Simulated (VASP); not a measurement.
Co2Bi:

```xyz
6
Lattice="0.0000 3.7149 3.7149 3.7149 0.0000 3.7149 3.7149 3.7149 0.0000" Properties=species:S:1:pos:R:3 pbc="T T T"
Co    4.6436    4.6436    4.6436
Co    4.6436    2.7862    2.7862
Co    2.7862    2.7862    4.6436
Co    2.7862    4.6436    2.7862
Bi    0.0000    0.0000    0.0000
Bi    1.8574    1.8574    1.8574
```

```yaml
Program: VASP 6.6.1
Task: relaxation of cell and atoms
Functional: PBE
Potentials_or_basis: VASP PAW PBE potentials, release 64 (Co, Bi_d)
Cutoff: 600 eV
k_mesh: 4 × 4 × 4
Occupations: gaussian, width 0.1 eV
Spin: collinear spin, ferromagnetic start
Starting_moments: "[1.76, 1.76, 1.76, 1.76, 0.0, 0.0] μB"
```

At the start: pressure -5.7 GPa; volume 17.09 Å³/atom.

Q: Where does the relaxation end?

A: Over 3 steps the energy falls by 17.8 meV/atom and the volume is 16.15 Å³/atom (-5.5 %); space group Fd-3m (No. 227, to 0.1 Å) before and after; moment 6.00 μB per cell.

The path:
```tsv
step	energy change (eV)	largest force (eV/Å)	pressure (GPa)	volume (Å³)
1	0.0000	0.0000	-5.72	102.53
2	-0.0679	0.0000	4.07	93.74
3	-0.1067	0.0000	0.00	96.88
```

Final structure:
```
Co Bi
1.0
     0.00000    3.64537    3.64537
     3.64537    0.00000    3.64537
     3.64537    3.64537    0.00000
Co Bi
4 2
Cartesian
  4.5567 4.5567 4.5567
  4.5567 2.7340 2.7340
  2.7340 2.7340 4.5567
  2.7340 4.5567 2.7340
  0.0000 0.0000 0.0000
  1.8227 1.8227 1.8227
```

Caveat: the k points lie up to 0.37 Å⁻¹ apart in the final cell.
